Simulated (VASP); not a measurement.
Ag: single point with r2SCAN

Ag:

```xyz
2
Lattice="2.9131 0.0000 0.0000 -1.4566 2.5229 0.0000 0.0000 0.0000 4.7630" Properties=species:S:1:pos:R:3 pbc="T T T"
Ag    0.0000    1.6819    1.1908
Ag    1.4566    0.8410    3.5723
```

| Property | Result |
| --- | --- |
| Program | VASP 6.6.1 |
| Task | single point |
| Functional | r2SCAN |
| Potentials or basis | VASP PAW PBE potentials, release 64 (Ag) |
| Cutoff | 520 eV |
| k mesh | 18 × 18 × 10 |
| Occupations | gaussian, width 0.1 eV |
| Spin | no spin polarisation |

* Pressure: -0.9 GPa
* Band gap on the k mesh: zero (band 11 reaches 12.26 eV, above the bottom of band 12 at 4.37 eV)

Levels at points of the mesh, in eV from the Fermi level:
```tsv
k point	band 9	band 10	band 11	band 12	band 13	band 14
(0.00, 0.00, 0.00)	-4.38	-3.39	-3.39	-0.26	3.54	16.23
(0.50, 0.00, 0.00)	-3.21	-3.12	0.14	1.54	7.08	7.32
(0.00, 0.00, 0.50)	-3.70	-3.70	-3.70	-3.70	11.34	11.34
(0.50, 0.00, 0.50)	-3.18	-3.18	0.89	0.89	4.60	4.60
```

It took 6 min on 1 thread of AMD EPYC 7R13 Processor (Zen 3), on a shared host, peak memory 0.22 GiB.

Caveat: the PAW data sets were made with another functional, which shifts forces and pressure a little.
